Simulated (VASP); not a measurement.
A run of VASP 6.6.1:

The input INCAR:

```
SYSTEM = HgTe
ALGO = Normal
EDIFF = 1E-7
ENCUT = 520
GGA = PE
ISIF = 2
ISMEAR = 0
LASPH = .True.
LCHARG = .True.
LELF = .True.
LREAL = .False.
LVHAR = .True.
LWAVE = .False.
NBANDS = 16
NELM = 60
PREC = Accurate
SIGMA = 0.15
```

KPOINTS

```
k-points
0
Gamma
  14 14 14
  0 0 0
```

Contents of POSCAR:

```
HgTe
1.0
    0.0000000000      3.1026187500      3.1026187500
    3.2235000000     -0.1208812500      3.2235000000
    3.2235000000      3.2235000000     -0.1208812500
Hg Te
1 1
Direct
    0.0000000000      0.0000000000      0.0000000000
    0.7500000000      0.7500000000      0.7500000000
```

Potentials or basis: VASP PAW PBE potentials, release 64 (Hg, Te).

Command:

```sh
$ cat potpaw_PBE.64/Hg/POTCAR potpaw_PBE.64/Te/POTCAR > POTCAR
$ mpirun -np 1 vasp_std > vasp.out
```

Hardware: 1 thread of Intel(R) Xeon(R) 6975P-C (Granite Rapids), with other jobs on the host.

Q: Estimate the wall time of this run.

A: Run time: 2.5 min on 1 thread of Intel(R) Xeon(R) 6975P-C (Granite Rapids) (shared host), peak memory 0.58 GiB. Counts: scf iterations 14, k points 428.
